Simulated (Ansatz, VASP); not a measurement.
## Al3C2: VASP beside Ansatz

```
Al C
1.0
     1.56903   -2.71765    0.00000
    -4.70710   -2.71765    0.00000
     0.00000    1.81176   -6.73935
Al C
6 4
Direct
  0.50000 0.50000 0.00000
  0.00000 0.00000 0.00000
  0.65755 0.88585 0.31510
  0.15755 0.38585 0.31510
  0.84245 0.61415 0.68490
  0.34245 0.11415 0.68490
  0.40690 0.80230 0.81380
  0.90690 0.30230 0.81380
  0.09310 0.69770 0.18620
  0.59310 0.19770 0.18620
```

Alike in both runs: task single point; functional PBE; k mesh 8 × 4 × 8; occupations gaussian, width 0.2 eV; no spin polarisation.

|  | VASP | Ansatz |
| --- | --- | --- |
| version | VASP 6.6.1 | Ansatz 0.2.0 |
| potentials or method | VASP PAW PBE potentials, release 64 (Al, C), cutoff 520 eV | scalar-relativistic, plane waves, PAW |
| valence electrons in the cell | 34 | 34 |

|  | VASP | Ansatz | Ansatz less VASP |
| --- | --- | --- | --- |
| gap on the k mesh at the Fermi level (eV) | none | none | - |
| pressure (GPa) | -0.1 | 0.0 | +0.06 |
| traceless stress, the component that is largest in VASP (GPa) | 0.17 | 0.16 | -0.003 |
| rms of the force components (eV/Å) | 0.010 | 0.010 | -0.0001 |

Atom by atom the forces differ by 0.000 eV/Å (rms over components). A gap of «none» marks a metal or a gap that the smearing closes.
